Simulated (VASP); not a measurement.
Set up this calculation in VASP 6.6.1, as the native input.

```yaml
Task: single point
Functional: r2SCAN
Potentials_or_basis: VASP PAW PBE potentials, release 64 (Rh_sv_GW)
Cutoff: 580 eV
k_mesh: 20 × 20 × 20
Occupations: fermi-dirac, width 0.08 eV
Spin: no spin polarisation
Dipole_correction: no
Second_run: valence_matched
Further_INCAR_settings: ALGO = Normal; EDIFF = 1e-06; NBANDS = 14
```

The system is Rh.

```
CELL_PARAMETERS angstrom
0.00000 1.90036 1.90036
1.90036 0.00000 1.90036
1.90036 1.90036 0.00000
ATOMIC_POSITIONS crystal
Rh 0.00000 0.00000 0.00000
```

These files were run (other wordings do the same):

POSCAR

```
Rh
1.0
    0.0000000000      1.9003570901      1.9003570901
    1.9003570901      0.0000000000      1.9003570901
    1.9003570901      1.9003570901      0.0000000000
Rh
1
Direct
    0.0000000000      0.0000000000      0.0000000000
```

INCAR.step1

```
SYSTEM = Rh
ALGO = Normal
EDIFF = 1E-5
ENCUT = 580
GGA = PE
GGA_COMPAT = .FALSE.
ISMEAR = -1
LASPH = .TRUE.
LCHARG = .FALSE.
LREAL = .FALSE.
LWAVE = .TRUE.
NBANDS = 14
NELM = 120
PREC = Accurate
SIGMA = 0.08
```

INCAR.step2

```
SYSTEM = Rh
ALGO = Normal
EDIFF = 1E-6
ENCUT = 580
GGA_COMPAT = .FALSE.
ISIF = 2
ISMEAR = -1
ISTART = 1
LASPH = .TRUE.
LCHARG = .FALSE.
LMIXTAU = .TRUE.
LREAL = .FALSE.
LWAVE = .FALSE.
METAGGA = R2SCAN
NBANDS = 14
NELM = 120
PREC = Accurate
SIGMA = 0.08
```

KPOINTS

```
k-points
0
G
  20 20 20
  0 0 0
```

Potentials or basis: VASP PAW PBE potentials, release 64 (Rh_sv_GW).

Command:

```bash
$ cat potpaw_PBE.64/Rh_sv_GW/POTCAR > POTCAR
$ cp INCAR.step1 INCAR
$ mpirun -np 1 vasp_std > vasp.out
$ cp INCAR.step2 INCAR
$ mpirun -np 1 vasp_std > vasp.out
```

It gave:

The pressure is -1.6 GPa.

Caveat: the PAW data sets were made with another functional, which shifts forces and pressure a little.

It took 5.1 min on 1 thread of AMD EPYC 9R14 (Zen 4), on a shared host, peak memory 0.17 GiB.
